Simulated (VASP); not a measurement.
# Nb16H2C in VASP: single point with PBE+D3(BJ)

Aim: the single point of Nb16H2C with PBE+D3(BJ).

Program: VASP 6.6.1. These are calculated values, not measurements. Logs are shortened: lines on timing, memory, paths and dates and some standing lists are left out, and cuts for length are marked.

## 1. The cell of the first run

The cell holds a slab with vacuum, 19 atoms: a = 6.600 Å, b = 6.600 Å, c = 17.950 Å, α = 90.00°, β = 90.00°, γ = 90.00°.

## 2. Single point, PBE+D3(BJ)

The input, INCAR:

```
ALGO     = Normal         # electronic algorithm
EDIFF    = 1E-6           # SCF threshold, eV
ENCUT    = 520            # plane-wave cutoff, eV
GGA      = PE             # functional
ISIF     = 2              # what is computed and relaxed
ISMEAR   = 0              # smearing method
IVDW     = 12             # dispersion correction
LASPH    = True           # aspherical terms in the spheres
LCHARG   = False          # write CHGCAR
LREAL    = Auto         
LWAVE    = False          # write WAVECAR
NBANDS   = 122            # bands
NELM     = 80             # most SCF steps
PREC     = Accurate       # precision mode
SIGMA    = 0.1            # smearing width, eV
```

The input, KPOINTS:

```
k-points
0
Gamma
  3 3 1
```

The input, POSCAR:

```
Nb16H2C
1.0
    6.6000000000      0.0000000000      0.0000000000
    0.0000000000      6.6000000000      0.0000000000
    0.0000000000      0.0000000000     17.9500000000
Nb C H
16 1 2
Direct
    0.2500000000      0.2500000000      0.0557103064
    0.7500000000      0.2500000000      0.0557103064
    0.2500000000      0.7500000000      0.0557103064
    0.7500000000      0.7500000000      0.0557103064
    0.0008531818      0.0019072727      0.1369202786
    0.4991456061      0.0011100000      0.1379477437
   -0.0017822727      0.5013130303      0.1371817270
    0.4989578788      0.4991015152      0.1378627855
    0.2492884848      0.2549169697      0.2289818942
    0.7486183333      0.2475462121      0.2293888579
    0.2506301515      0.7454900000      0.2280961003
    0.7445127273      0.7572750000      0.2267135933
    0.0405809091      0.0038328788      0.3114615042
    0.4792260606     -0.0158601515      0.3247099164
   -0.0502863636      0.5082407576      0.3131206685
    0.5119295455      0.5104904545      0.3246055710
    0.5728250000     -0.2574898485      0.4019419499
    0.6956233333     -0.1658389394      0.4278085794
    0.4761431818     -0.3263250000      0.4467222841
```

Potentials or basis: VASP PAW PBE potentials, release 64 (Nb_sv, C, H).

The run is started by

```
$ cat potpaw_PBE.64/Nb_sv/POTCAR potpaw_PBE.64/C/POTCAR potpaw_PBE.64/H/POTCAR > POTCAR
$ mpirun -np 1 vasp_std > vasp.out
```

OUTCAR:

```text
EDIFF = 1E-6
   ENCUT = 520
   GGA = PE
   ISIF = 2
   ISMEAR = 0
   IVDW = 12
   LASPH = True
   LREAL = Auto
   NELM = 80
   PREC = Accurate
 IVDW          = 12

 ion  position               nearest neighbor table
   1  0.250  0.250  0.056-   5 2.74   8 2.75   6 2.75   7 2.77
   2  0.750  0.250  0.056-   5 2.75   7 2.75   6 2.76   8 2.76
   3  0.250  0.750  0.056-   5 2.76   7 2.76   8 2.76   6 2.76
   4  0.750  0.750  0.056-   7 2.74   5 2.76   8 2.77   6 2.77
   5  0.001  0.002  0.137-   1 2.74   2 2.75   3 2.76   4 2.76  12 2.84  10 2.86   9 2.86  11 2.87

   6  0.499  0.001  0.138-   1 2.75   2 2.76   3 2.76   4 2.77  12 2.78  10 2.84  11 2.86   9 2.86

   7  0.998  0.501  0.137-   4 2.74   2 2.75   3 2.76   1 2.77  11 2.83   9 2.85  12 2.87  10 2.87

   8  0.499  0.499  0.138-   1 2.75   3 2.76   2 2.76   4 2.77  11 2.82   9 2.83  12 2.84  10 2.86

   9  0.249  0.255  0.229-  13 2.61   8 2.83   7 2.85   6 2.86   5 2.86  14 2.91  16 2.97  15 3.00

  10  0.749  0.248  0.229-  15 2.64   6 2.84   5 2.86   8 2.86   7 2.87  16 2.89  13 2.91  14 3.02

  11  0.251  0.745  0.228-  13 2.66  14 2.79   8 2.82   7 2.83   6 2.86   5 2.87  16 2.89  15 2.95

  12  0.745  0.757  0.227-  15 2.63   6 2.78   5 2.84   8 2.84  16 2.85   7 2.87  14 2.90  13 2.96

  13  0.041  0.004  0.311-   9 2.61  11 2.66  14 2.91  10 2.91  12 2.96
  14  0.479  0.984  0.325-  17 2.20  11 2.79  12 2.90   9 2.91  13 2.91  10 3.02
  15  0.950  0.508  0.313-  12 2.63  10 2.64  16 2.90  11 2.95   9 3.00
  16  0.512  0.510  0.325-  17 2.11  12 2.85  10 2.89  11 2.89  15 2.90   9 2.97
  17  0.573  0.743  0.402-  18 1.11  19 1.12  16 2.11  14 2.20
  18  0.696  0.834  0.428-  17 1.11
  19  0.476  0.674  0.447-  17 1.12

  LATTYP: Found a simple tetragonal cell.
 ALAT       =     6.6000000000
 C/A-ratio  =     2.7196969697

  Lattice vectors:

 A1 = (   6.6000000000,   0.0000000000,   0.0000000000)
 A2 = (   0.0000000000,   6.6000000000,   0.0000000000)
 A3 = (   0.0000000000,   0.0000000000,  17.9500000000)

Analysis of symmetry for initial positions (statically):
=====================================================================
 Subroutine PRICEL returns:
 Original cell was already a primitive cell.

 Routine SETGRP: Setting up the symmetry group for a
 simple tetragonal supercell.

 Subroutine GETGRP returns: Found  1 space group operations
 (whereof  1 operations were pure point group operations)
 out of a pool of 16 trial point group operations.

The static configuration has the point symmetry C_1 .

Analysis of symmetry for dynamics (positions and initial velocities):
=====================================================================
 Subroutine PRICEL returns:
 Original cell was already a primitive cell.

 Routine SETGRP: Setting up the symmetry group for a
 simple tetragonal supercell.

 Subroutine GETGRP returns: Found  1 space group operations
 (whereof  1 operations were pure point group operations)
 out of a pool of 16 trial point group operations.

The dynamic configuration has the point symmetry C_1 .

 Subroutine INISYM returns: Found  1 space group operations
 (whereof  1 operations are pure point group operations),
 and found     1 'primitive' translations

----------------------------------------------------------------------------------------

                                     Primitive cell

  volume of cell :     781.9020

  direct lattice vectors                    reciprocal lattice vectors
     6.600000000  0.000000000  0.000000000     0.151515152  0.000000000  0.000000000
     0.000000000  6.600000000  0.000000000     0.000000000  0.151515152  0.000000000
     0.000000000  0.000000000 17.950000000     0.000000000  0.000000000  0.055710306

  length of vectors
     6.600000000  6.600000000 17.950000000     0.151515152  0.151515152  0.055710306

  position of ions in fractional coordinates (direct lattice)
     0.250000000  0.250000000  0.055710306
     0.750000000  0.250000000  0.055710306
     0.250000000  0.750000000  0.055710306
     0.750000000  0.750000000  0.055710306
     0.000853182  0.001907273  0.136920279
     0.499145606  0.001110000  0.137947744
[... 11 lines left out ...]
     0.695623333  0.834161061  0.427808579
     0.476143182  0.673675000  0.446722284

  ion indices of the primitive-cell ions
   primitive index   ion index
                 1           1
                 2           2
                 3           3
                 4           4
                 5           5
                 6           6
[... 11 lines left out ...]
                18          18
                19          19

----------------------------------------------------------------------------------------

 KPOINTS: k-points

Automatic generation of k-mesh.
 Grid dimensions read from file:
 generate k-points for:    3    3    1

 Generating k-lattice:

  Cartesian coordinates                     Fractional coordinates (reciprocal lattice)
     0.050505051  0.000000000  0.000000000     0.333333333  0.000000000  0.000000000
     0.000000000  0.050505051  0.000000000     0.000000000  0.333333333  0.000000000
     0.000000000  0.000000000  0.055710306     0.000000000  0.000000000  1.000000000

  Length of vectors
     0.050505051  0.050505051  0.055710306

  Shift w.r.t. Gamma in fractional coordinates (k-lattice)
     0.000000000  0.000000000  0.000000000

 Subroutine IBZKPT returns following result:
 ===========================================

 Found      5 irreducible k-points:

 Following reciprocal coordinates:
            Coordinates               Weight
  0.000000  0.000000  0.000000      1.000000
  0.333333  0.000000  0.000000      2.000000
  0.000000  0.333333  0.000000      2.000000
  0.333333  0.333333  0.000000      2.000000
 -0.333333  0.333333  0.000000      2.000000
   k-points           NKPTS =      5   k-points in BZ     NKDIM =      5   number of bands    NBANDS=    122
   number of dos      NEDOS =    301   number of ions     NIONS =     19
   total plane-waves  NPLWV = 350000
   dimension x,y,z NGX =    50 NGY =   50 NGZ =  140
   dimension x,y,z NGXF=   100 NGYF=  100 NGZF=  280
   ions per type =              16   1   2
   NGX,Y,Z   is equivalent  to a cutoff of  12.59, 12.59, 12.97 a.u.
   NGXF,Y,Z  is equivalent  to a cutoff of  25.19, 25.19, 25.93 a.u.
 SYSTEM =  unknown system
   PREC   = accura    normal or accurate (medium, high low for compatibility)
   ISTART =      0    job   : 0-new  1-cont  2-samecut
   ICHARG =      2    charge: 1-file 2-atom 10-const
   ISPIN  =      1    spin polarized calculation?
   LNONCOLLINEAR =      F non collinear calculations
   LSORBIT =      F    spin-orbit coupling
   LASPH  =      T    aspherical Exc in radial PAW
   ENCUT  =  520.0 eV  38.22 Ry    6.18 a.u.  12.27 12.27 33.38*2*pi/ulx,y,z
   NELM   =     80;   NELMIN=  2; NELMDL= -5     # of ELM steps
   EDIFF  = 0.1E-05   stopping-criterion for ELM
   LREAL  =      T    real-space projection
   EDIFFG = 0.1E-04   stopping-criterion for IOM
   NSW    =      0    number of steps for IOM
   IBRION =     -1    ionic relax: 0-MD 1-quasi-New 2-CG
   NFREE  =      0    steps in history (QN), initial steepest desc. (CG)
   ISIF   =      2    stress and relaxation
   ISYM   =      2    0-nonsym 1-usesym 2-fastsym
   POTIM  = 0.5000    time-step for ionic-motion
   TEBEG  =    0.0;   TEEND  =   0.0 temperature during run
   PSTRESS=    0.0 pullay stress
   NELECT =     214.0000    total number of electrons
   NUPDOWN=      -1.0000    fix difference up-down
   EMIN   =  10.00;   EMAX   =-10.00  energy-range for DOS
   EFERMI =   0.00;   METHOD = LEGACY
   ISMEAR =     0;   SIGMA  =   0.10  broadening in eV -4-tet -1-fermi 0-gaus
   EFERMI_NEDOS =   21; number of points for ismear=-14 and -15
   IALGO  =     38    algorithm
   IMIX   =      4    mixing-type and parameters
     AMIX     =   0.40;   BMIX     =  1.00
     AMIX_MAG =   1.60;   BMIX_MAG =  1.00
  volume/ion in A,a.u.               =      41.15       277.71
  Fermi-wavevector in a.u.,A,eV,Ry     =   1.062907  2.008603 15.371475  1.129772
  Thomas-Fermi vector in A             =   2.198374
   LORBIT       =      0    0 simple, 1 ext, 2 COOP (PROOUT), +10 PAW based schemes
   GGA     = PE    functional components
   LHFCALC =     F    Hartree Fock is set to
   AEXX    =    0.0000 exact exchange contribution
   IVDW    =    12    specifies the selected vdW correction
   LEPSILON=     F    determine dielectric tensor
   LRPA    =     F    only Hartree local field effects (RPA)
 non-spin polarized calculation
 Gauss-broadening in eV      SIGMA  =   0.10
  energy-cutoff  :      520.00
  volume of cell :      781.90
 maximum number of plane-waves:     21099
 NGX is ok and might be reduce to    50
   NGX = 25   NGY = 25   NGZ = 67

 number of electron     214.0000014 magnetization

 Free energy of the ion-electron system (eV)
  ---------------------------------------------------
  ext. energy  EPLUGINS =         0.00000000
  ---------------------------------------------------
  free energy    TOTEN  =      -166.36746072 eV

  energy without entropy =     -166.28010984  energy(sigma->0) =     -166.32378528

 E-fermi :   2.2193     XC(G=0):  -5.9806

 val. band max:        2.2128882927   @ k =   0.3333   0.0000   0.0000
 cond. band min:       2.2242672874   @ k =   0.0000   0.0000   0.0000
 fundamental gap:      0.0113789948
 Fermi energy:         2.2193416810

 k-point     1 :       0.0000    0.0000    0.0000
  band No.  band energies     occupation
      1     -52.7566      2.00000
      2     -52.7030      2.00000
      3     -52.7022      2.00000
      4     -52.6830      2.00000
      5     -52.6698      2.00000
      6     -52.6339      2.00000
[... 111 lines left out ...]
    118       3.4492      0.00000
    119       3.6985      0.00000

 k-point     2 :       0.3333    0.0000    0.0000
  band No.  band energies     occupation
      1     -52.7433      2.00000
      2     -52.7163      2.00000
      3     -52.6978      2.00000
      4     -52.6878      2.00000
      5     -52.6678      2.00000
      6     -52.6340      2.00000
[... 361 lines left out ...]
      2     -52.7097      2.00000
      3     -52.7088      2.00000
      4     -52.6949      2.00000
      5     -52.6628      2.00000
      6     -52.6390      2.00000
[... 111 lines left out ...]
    118       2.9665      0.00000
    119       3.0781      0.00000
 [bands above 119 left out]

------------------------ aborting loop because EDIFF is reached ----------------------------------------

 Edisp (eV)   -7.91384

 E8    (eV) :    -3.9726

  FORCE on cell =-STRESS in cart. coord.  units (eV):
  Direction    XX          YY          ZZ          XY          YZ          ZX
  --------------------------------------------------------------------------------------
  -------------------------------------------------------------------------------------
  Total     -15.63710   -13.50360    -0.76076     0.59424    -0.00871     0.01329
  in kB     -32.04162   -27.66991    -1.55886     1.21763    -0.01784     0.02723
  external pressure =      -20.42 kB  Pullay stress =        0.00 kB

 VOLUME and BASIS-vectors are now :
 -----------------------------------------------------------------------------
  energy-cutoff  :      520.00
  volume of cell :      781.90
      direct lattice vectors                 reciprocal lattice vectors
     6.600000000  0.000000000  0.000000000     0.151515152  0.000000000  0.000000000
     0.000000000  6.600000000  0.000000000     0.000000000  0.151515152  0.000000000
     0.000000000  0.000000000 17.950000000     0.000000000  0.000000000  0.055710306

 POSITION                                       TOTAL-FORCE (eV/Angst)
 -----------------------------------------------------------------------------------
      1.65000      1.65000      1.00000         0.094357      0.039710      0.013594
      4.95000      1.65000      1.00000        -0.050869     -0.002702      0.022069
      1.65000      4.95000      1.00000         0.141829     -0.001583     -0.050066
      4.95000      4.95000      1.00000        -0.190222     -0.035396      0.088639
      0.00563      0.01259      2.45772         0.000875      0.000389      0.005078
      3.29436      0.00733      2.47616         0.000076      0.000086     -0.000232
[... 11 lines left out ...]
      4.59111      5.50546      7.67916         0.019033      0.014123      0.008038
      3.14254      4.44626      8.01866        -0.012715     -0.009442      0.018525
 -----------------------------------------------------------------------------------
    total drift:                               -0.000461      0.004178      0.001843

  FREE ENERGIE OF THE ION-ELECTRON SYSTEM (eV)
  ---------------------------------------------------
  free  energy   TOTEN  =      -174.2813055824 eV

  energy  without entropy=     -174.1939546966  energy(sigma->0) =     -174.23763014
```

It took 39 min on 1 thread of AMD EPYC 7R13 (Zen 3), shared host; peak memory 0.85 GiB.

What came out:

* Free energy: -174.2813 eV
* Largest force: 0.213 eV/Å
* Band gap on the k mesh: zero (bands 107 and 108 overlap by 0.35 eV)
* Dispersion energy per atom: -0.417 eV

Forces in eV/Å, atoms in the order of the input:
```
Nb   0.094  0.040  0.014
Nb  -0.051 -0.003  0.022
Nb   0.142 -0.002 -0.050
Nb  -0.190 -0.035  0.089
Nb   0.001  0.000  0.005
Nb   0.000  0.000  0.000
Nb  -0.002  0.000  0.005
Nb   0.002  0.000  0.001
Nb   0.005  0.002 -0.005
Nb  -0.005 -0.003 -0.005
Nb   0.001 -0.002 -0.004
Nb  -0.005  0.000 -0.005
Nb  -0.001 -0.001 -0.013
Nb   0.001 -0.012 -0.013
Nb   0.003  0.001 -0.014
Nb   0.007  0.016 -0.011
C   -0.009 -0.006 -0.042
H    0.019  0.014  0.008
H   -0.013 -0.009  0.019
```
